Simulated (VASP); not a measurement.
Ta4Ga, 5 atoms in the cell. It takes space group Cmmm (No. 65, orthorhombic). Conventional cell: a = 6.853 Å, b = 8.089 Å, c = 3.533 Å, α = 90.00°, β = 90.00°, γ = 90.00°. Within 3.8 Å of Ta (site symmetry m2m) lie 3 Ga at 2.54 to 3.74 Å and 13 Ta at 2.80 to 3.61 Å. Ta (site symmetry 2mm) has 2 Ga at 2.56 Å and 12 Ta at 2.80 to 3.72 Å within 3.8 Å. Within 3.8 Å of Ga (site symmetry mmm) lie 10 Ta at 2.54 to 3.74 Å and 2 Ga at 3.53 Å. The cell was generated, and may not be a known phase.

* Program: VASP 6.6.1
* Task: single point
* Functional: PBE
* Potentials or basis: VASP PAW PBE potentials, release 64 (Ta_pv, Ga_d)
* Cutoff: 520 eV
* k mesh: 8 × 8 × 10
* Occupations: gaussian, width 0.1 eV
* Spin: no spin polarisation
* Dipole correction: no
* Further INCAR settings: ALGO = Fast; EDIFF = 1e-06; NBANDS = 36

Potentials or basis: VASP PAW PBE potentials, release 64 (Ta_pv, Ga_d).

Launch:

```sh
$ cat potpaw_PBE.64/Ta_pv/POTCAR potpaw_PBE.64/Ga_d/POTCAR > POTCAR
$ mpirun -np 1 vasp_std > vasp.out
```

Hardware: 1 thread of Intel(R) Xeon(R) Platinum 8488C (Sapphire Rapids), with other jobs on the host.

Estimate the wall time of this run.

Run time: 7.5 min on 1 thread of Intel(R) Xeon(R) Platinum 8488C (Sapphire Rapids), with other jobs on the host, peak memory 0.47 GiB. Counts: scf iterations 21, k points 126.
